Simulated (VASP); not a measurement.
Set up this calculation in VASP 6.6.1, as the native input.

- Task: single point
- Functional: PBE
- Potentials or basis: VASP PAW PBE potentials, release 64 (La, F)
- Cutoff: 520 eV
- k mesh: 6 × 6 × 6
- Occupations: gaussian, width 0.1 eV
- Spin: no spin polarisation
- Dipole correction: no
- Further INCAR settings: ALGO = Normal; EDIFF = 1e-07; NBANDS = 28

The structure of LaF4 lies in POSCAR:

```
LaF4
1.0
   -3.0160879700      3.0160879700      1.8666346600
    3.0160879700     -3.0160879700      1.8666346600
    3.0160879700      3.0160879700     -1.8666346600
La F
1 4
Direct
    0.0000000000      0.0000000000      0.0000000000
    0.4000000100      0.2000000100      0.6000000200
    0.2000000100      0.5999999900      0.8000000000
    0.5999999900      0.7999999900      0.3999999800
    0.7999999900      0.4000000100      0.2000000000
```

The input as run:

INCAR

```
ALGO = Normal
EDIFF = 1E-7
ENCUT = 520
GGA = PE
ISIF = 2
ISMEAR = 0
LASPH = True
LCHARG = False
LREAL = False
LWAVE = False
NBANDS = 28
NELM = 80
PREC = Accurate
SIGMA = 0.1
```

KPOINTS

```
k-points
0
Gamma
  6 6 6
```

Potentials or basis: VASP PAW PBE potentials, release 64 (La, F).

Run with:

```console
$ cat potpaw_PBE.64/La/POTCAR potpaw_PBE.64/F/POTCAR > POTCAR
$ mpirun -np 1 vasp_std > vasp.out
```

Results of the run:

| Property | Result |
| --- | --- |
| Pressure | -8.0 GPa |
| Largest force | 0.951 eV/Å |

Caveat: an odd number of electrons without spin polarisation forces a metal; a magnetic or distorted state may lie lower.

Run time: 34 s on 1 thread of Intel(R) Xeon(R) 6975P-C (Granite Rapids), with other jobs on the host, peak memory 0.24 GiB.
